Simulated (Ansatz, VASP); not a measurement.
One calculation of MgO, two programs

File INCAR:

```
ALGO = Normal ; EDIFF = 1E-7
ENCUT = 520 ; GGA = PE
ISIF = 2 ; ISMEAR = 0
LASPH = True ; LCHARG = False
LREAL = False ; LWAVE = False
NBANDS = 16 ; NELM = 60
PREC = Accurate ; SIGMA = 0.05
```

The input KPOINTS:

```
k-points
0
Gamma
  9 9 6
```

The input POSCAR:

```
MgO
1.0
    3.3453000000      0.0000000000      0.0000000000
   -1.6726500000      2.8971147833      0.0000000000
    0.0000000000      0.0000000000      4.4090000000
Mg O
2 2
Direct
    0.6666666667      0.3333333333      0.7500000000
    0.3333333333      0.6666666667      0.2500000000
    0.6666666667      0.3333333333      0.2500000000
    0.3333333333      0.6666666667      0.7500000000
```

Input for Ansatz:

```yaml
crystal:
  lattice:
    - [3.3453, 0.0, 0.0]
    - [-1.67265, 2.8971147833, 0.0]
    - [0.0, 0.0, 4.409]
  atoms:
    - { symbol: Mg, position: [0.6666666667, 0.3333333333, 0.75] }
    - { symbol: Mg, position: [0.3333333333, 0.6666666667, 0.25] }
    - { symbol: O, position: [0.6666666667, 0.3333333333, 0.25] }
    - { symbol: O, position: [0.3333333333, 0.6666666667, 0.75] }
basis:
  ecutwfc: 520.0
kpoints:
  mp_grid: { grid: [9, 9, 6] }
hamiltonian:
  xc: pbe
  pseudopotentials: { kind: paw, azcp: { folder: soft_1 } }
scf:
  occupations: { method: gaussian, width: 0.05 }
output:
  forces: true
  stress: true
  eigenvalues: true
```

Alike in both runs: task single point; functional PBE; k mesh 9 × 9 × 6; occupations gaussian, width 0.05 eV; no spin polarisation.

```csv
,VASP,Ansatz
version,VASP 6.6.1,Ansatz 0.2.0
potentials or method,"VASP PAW PBE potentials, release 64 (Mg, O), cutoff 520 eV","scalar-relativistic, plane waves, PAW"
valence electrons in the cell,16,32
```

VASP gave:

* gap on the k mesh at the Fermi level (eV): 3.50
* least direct gap on the mesh (eV): 3.50
* pressure (GPa): 10.3
* traceless stress, the component that is largest in VASP (GPa): -11.46

Which values does Ansatz return?

gap on the k mesh at the Fermi level (eV): 3.52; least direct gap on the mesh (eV): 3.52; pressure (GPa): 10.8; traceless stress, the component that is largest in VASP (GPa): -11.22.

The functional is the same, so the differences come from potentials, cutoffs and numerics. VASP's potentials hold 16 valence electrons a cell and Ansatz's 32, so a difference there can come from the potentials and not from the codes.
